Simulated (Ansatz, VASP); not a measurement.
One calculation of TaSi2, two programs

```
Ta Si
1.0
     4.78390    0.00000    0.00000
    -2.39195    4.14298    0.00000
     0.00000    0.00000    6.57000
Ta Si
3 6
Direct
  0.50000 0.00000 0.00000
  0.50000 0.50000 0.66667
  0.00000 0.50000 0.33333
  0.15897 0.31794 0.00000
  0.84103 0.15897 0.66667
  0.68206 0.84103 0.33333
  0.84103 0.68206 0.00000
  0.15897 0.84103 0.66667
  0.31794 0.15897 0.33333
```

Alike in both runs: task electric field gradients; functional LDA; k mesh 11 × 11 × 7; occupations fermi-dirac, width 0.05 eV; no spin polarisation.

```csv
,VASP,Ansatz
version,VASP 6.6.1,Ansatz 0.2.0
potentials or method,"VASP PAW LDA potentials, release 64 (Ta_pv, Si)","plane-wave PAW, scalar-relativistic"
plane-wave cutoff (eV),520,420
valence electrons in the cell,57,63
```

|  | VASP | Ansatz | Ansatz less VASP |
| --- | --- | --- | --- |
| pressure (GPa) | -5.1 | -5.7 | -0.59 |
| traceless stress, the component that is largest in VASP (GPa) | 0.14 | 0.06 | -0.078 |
| rms of the force components (eV/Å) | 0.018 | 0.021 | +0.0029 |
| size of Vzz on the site where it differs most (V/Å²) | 57.8 | 66.0 | +8.24 |

LDA's correlation is that of Perdew and Zunger in VASP and of Perdew and Wang (1992) in Ansatz. Atom by atom the forces differ by 0.003 eV/Å (rms over components). VASP's potentials hold 57 valence electrons a cell and Ansatz's 63, so a difference there can come from the potentials and not from the codes.

Neither program's run includes spin-orbit coupling.
